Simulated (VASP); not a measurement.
Here is a VASP 6.6.1 calculation.

File INCAR:

```
PREC = Accurate ; ENCUT = 600
EDIFF = 1E-6 ; ISMEAR = 0
SIGMA = 0.1 ; LREAL = F
LASPH = T ; NELM = 100
ALGO = Normal ; ISIF = 3
LWAVE = F ; LCHARG = F
GGA = PE ; IBRION = 2
NSW = 90 ; EDIFFG = -0.04
```

KPOINTS

```
regular mesh
0
Gamma
  4 4 4
```

File POSCAR:

```
Sn3C2
1.0
    4.8123050200      0.0000000000      0.0000000000
    0.0000000000      4.8123050200      0.0000000000
    0.0000000000      0.0000000000      4.8123050200
Sn C
3 2
Direct
    0.0000000000      0.5000000000      0.5000000000
    0.5000000000      0.0000000000      0.5000000000
    0.5000000000      0.5000000000      0.0000000000
    0.5000000000      0.5000000000      0.5000000000
    0.0000000000      0.0000000000      0.0000000000
```

Potentials or basis: VASP PAW PBE potentials, release 64 (Sn_d, C).

The run is started by

```sh
$ cat potpaw_PBE.64/Sn_d/POTCAR potpaw_PBE.64/C/POTCAR > POTCAR
$ mpirun -np 1 vasp_std > vasp.out
```

**Question.** What does it give for the relaxed cell?

**Answer.** a = 4.708 Å, b = 4.708 Å, c = 4.708 Å, α = 90.00°, β = 90.00°, γ = 90.00°.

**Question.** What does it give for the band gap on the k mesh?

**Answer.** Zero (band 25 reaches 8.64 eV, above the bottom of band 26 at 5.92 eV).

**Question.** Estimate the relaxed volume.

**Answer.** 20.87 Å³/atom.

**Question.** Estimate the space group after relaxing (to 0.05 Å).

**Answer.** Pm-3m (No. 221).

The path:
| step | energy change (eV) | largest force (eV/Å) | pressure (GPa) | volume (Å³) |
| --- | --- | --- | --- | --- |
| 1 | 0.0000 | 0.0000 | -3.56 | 111.44 |
| 2 | -0.0823 | 0.0000 | 0.44 | 103.65 |
| 3 | -0.0832 | 0.0000 | -0.02 | 104.36 |

Caveat: spin-orbit coupling is left out, which moves the levels of the heavy elements.
